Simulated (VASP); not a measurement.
Wanted: the native input for a VASP 6.6.1 run.

| Property | Result |
| --- | --- |
| Task | relaxation of cell and atoms |
| Functional | LDA |
| Potentials or basis | VASP PAW LDA potentials, release 64 (Ta_sv_GW, Ru_sv) |
| Cutoff | 600 eV |
| k mesh | 6 × 6 × 6 |
| Occupations | gaussian, width 0.1 eV |
| Spin | no spin polarisation |
| Dipole correction | no |
| Second run | valence_matched |
| Further INCAR settings | ALGO = Normal; EDIFF = 1e-07; IBRION = 2; EDIFFG = -0.05; NSW = 100; ISIF = 3 |

The structure of TaRu lies in POSCAR:

```
TaRu
1.0
    3.1870000000      0.0000000000      0.0000000000
    0.0000000000      3.1870000000      0.0000000000
    0.0000000000      0.0000000000      3.1870000000
Ta Ru
1 1
Direct
    0.5000000000      0.5000000000      0.5000000000
    0.0000000000      0.0000000000      0.0000000000
```

These files were run (other wordings do the same):

INCAR

```
SYSTEM = TaRu
PREC = Accurate ; ENCUT = 600
EDIFF = 1E-7 ; ISMEAR = 0
SIGMA = 0.1 ; LREAL = .False.
LASPH = .True. ; NELM = 120
ALGO = Normal ; ISIF = 3
LWAVE = .False. ; LCHARG = .False.
IBRION = 2 ; NSW = 100
EDIFFG = -0.05 ; GGA_COMPAT = .False.
NELMIN = 4
```

KPOINTS

```
Automatic mesh
0
Gamma
  6 6 6
  0 0 0
```

Potentials or basis: VASP PAW LDA potentials, release 64 (Ta_sv_GW, Ru_sv).

Command:

```console
$ cat potpaw_LDA.64/Ta_sv_GW/POTCAR potpaw_LDA.64/Ru_sv/POTCAR > POTCAR
$ mpirun -np 1 vasp_std > vasp.out
```

Results of the run:

- Relaxed volume: 15.22 Å³/atom
- Relaxed cell: a = 3.122 Å, b = 3.122 Å, c = 3.122 Å, α = 90.00°, β = 90.00°, γ = 90.00°
- Space group after relaxing (to 0.05 Å): Pm-3m (No. 221)
- Energy gained by relaxing: 51.0 meV/atom
- Ionic steps: 4
- Pressure after relaxing: -0.3 GPa

Wall time 45 s on 1 thread of Intel(R) Xeon(R) Platinum 8375C CPU @ 2.90GHz (Ice Lake), on a shared host, peak memory 0.16 GiB.
